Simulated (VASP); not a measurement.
**Be2ZnTe3: single point with PBE**

Be2ZnTe3:

```
CELL_PARAMETERS angstrom
4.11102 -0.00036 0.00008
-2.05582 3.56051 -0.00004
0.00043 0.00003 20.42507
ATOMIC_POSITIONS crystal
Be 0.66731 0.33386 0.17029
Be 0.66610 0.33281 0.82989
Be 0.33385 0.66722 0.32989
Be 0.33281 0.66612 0.67030
Zn 0.66694 0.33343 0.50201
Zn 0.33296 0.66655 0.00201
Te 0.66719 0.33389 0.29113
Te 0.66621 0.33283 0.63177
Te 0.66623 0.33317 0.94991
Te 0.33393 0.66715 0.13177
Te 0.33369 0.66683 0.44991
Te 0.33278 0.66613 0.79113
```

| Quantity | Value |
| --- | --- |
| Program | VASP 6.6.1 |
| Task | single point |
| Functional | PBE |
| Potentials or basis | VASP PAW PBE potentials, release 64 (Be, Zn, Te) |
| Cutoff | 520 eV |
| k mesh | 6 × 6 × 1 |
| Occupations | gaussian, width 0.1 eV |
| Spin | no spin polarisation |

- Pressure: 0.1 GPa
- Largest force: 0.007 eV/Å
- Band gap on the k mesh: 1.66 eV (least direct gap 2.08 eV)

Forces in eV/Å, atoms in the order of the input:
```
Be  -0.001 -0.001 -0.007
Be   0.000  0.000 -0.002
Be   0.000 -0.001 -0.002
Be   0.001  0.001 -0.007
Zn   0.000  0.000  0.000
Zn   0.000  0.000  0.000
Te   0.000 -0.001  0.002
Te   0.000  0.000  0.003
Te   0.001  0.000  0.003
Te   0.000  0.000  0.003
Te   0.000  0.000  0.003
Te   0.001  0.001  0.003
```

Levels at points of the mesh, in eV from the valence-band top:
| k point | band 31 | band 32 | band 33 | band 34 | band 35 | band 36 | band 37 | band 38 |
| --- | --- | --- | --- | --- | --- | --- | --- | --- |
| (0.00, 0.00, 0.00) | -0.13 | -0.13 | 0.00 | 0.00 | 2.08 | 2.18 | 2.27 | 2.67 |
| (0.50, 0.00, 0.00) | -1.90 | -1.76 | -1.33 | -1.10 | 1.66 | 1.98 | 2.07 | 2.36 |
| (0.00, 0.50, 0.00) | -1.90 | -1.76 | -1.32 | -1.10 | 1.66 | 1.98 | 2.07 | 2.36 |
| (0.50, 0.50, 0.00) | -1.90 | -1.76 | -1.32 | -1.10 | 1.66 | 1.98 | 2.07 | 2.36 |

It took 10 min on 1 thread of Intel Xeon 8259CL, with other jobs on the host, peak memory 0.55 GiB.

Caveat: spin-orbit coupling is left out, which moves the levels of the heavy elements. A k mesh can miss the band edges.
